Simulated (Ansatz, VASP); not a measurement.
**One calculation of Pb, two programs**

```
CELL_PARAMETERS angstrom
3.49282 0.00000 0.00000
-1.74641 3.02487 0.00000
0.00000 0.00000 26.55564
ATOMIC_POSITIONS crystal
Pb 0.66667 0.33333 0.33891
Pb 0.33333 0.66667 0.44630
Pb 0.00000 0.00000 0.56100
Pb 0.66667 0.33333 0.66546
```

Alike in both runs: task single point; functional PBE; k mesh 24 × 24 × 1; occupations gaussian, width 0.1 eV; no spin polarisation.

|  | VASP | Ansatz |
| --- | --- | --- |
| version | VASP 6.6.1 | Ansatz 0.2.0 |
| potentials or method | VASP PAW PBE potentials, release 64 (Pb_d), cutoff 520 eV | scalar-relativistic, plane waves, PAW |
| valence electrons in the cell | 56 | 56 |

```tsv
	VASP	Ansatz	Ansatz less VASP
gap on the k mesh at the Fermi level (eV)	none	none	-
rms of the force components (eV/Å)	0.039	0.039	-0.0002
```

Atom by atom the forces differ by 0.001 eV/Å (rms over components). A gap of «none» marks a metal or a gap that the smearing closes. With one functional, cell and mesh, what is left measures potentials, basis and numerics. Ansatz's warnings: published levels not confirmed.

Neither program's run includes spin-orbit coupling.
